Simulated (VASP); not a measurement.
Runs of VASP 6.6.1 on Ge2P. The structure is that of space group Fm-3m (No. 225), or close to it. The cells are those of the table. The cell was built from a structure type or drawn by symmetry, and may not be a known phase.

```csv
task,cell,k mesh,cutoff (eV),gap on the mesh (eV),pressure (GPa),relaxed volume (Å³/atom)
single point,"a = 4.500 Å, angles 60.0°, 3 atoms",4 × 4 × 4,520,none,-0.1,-
single point,"a = 4.428 Å, angles 60.0°, 3 atoms",12 × 12 × 12,520,none,-0.1,-
relaxation of cell and atoms,"relaxed from a = 4.426 Å, angles 60.0°, 3 atoms",12 × 12 × 12,600,none,0.0,-
single point,"a = 4.426 Å, angles 60.0°, 3 atoms",6 × 6 × 6,520,none,0.0,-
relaxation of cell and atoms,"relaxed from a = 4.715 Å, angles 60.0°, 3 atoms",4 × 4 × 4,600,none,0.2,21.37
single point,"a = 4.715 Å, angles 60.0°, 3 atoms",4 × 4 × 4,520,none,-6.3,-
relaxation of cell and atoms,"relaxed from a = 4.500 Å, angles 60.0°, 3 atoms",6 × 6 × 6,600,none,0.0,(a)
```

Alike in all rows: level PBE; potentials or basis VASP PAW PBE potentials, release 64 (Ge_d, P); no spin polarisation; smearing gaussian 0.1 eV.

Estimate the missing entries.

(a) 20.43.

Caveats: some runs use coarse meshes; the relaxation stopped at its first step, so nothing moved (at least some runs).

A k mesh can miss the band edges, and the runs leave out spin-orbit coupling on Ge.

A gap of «none» marks levels without a gap at the run's occupations.
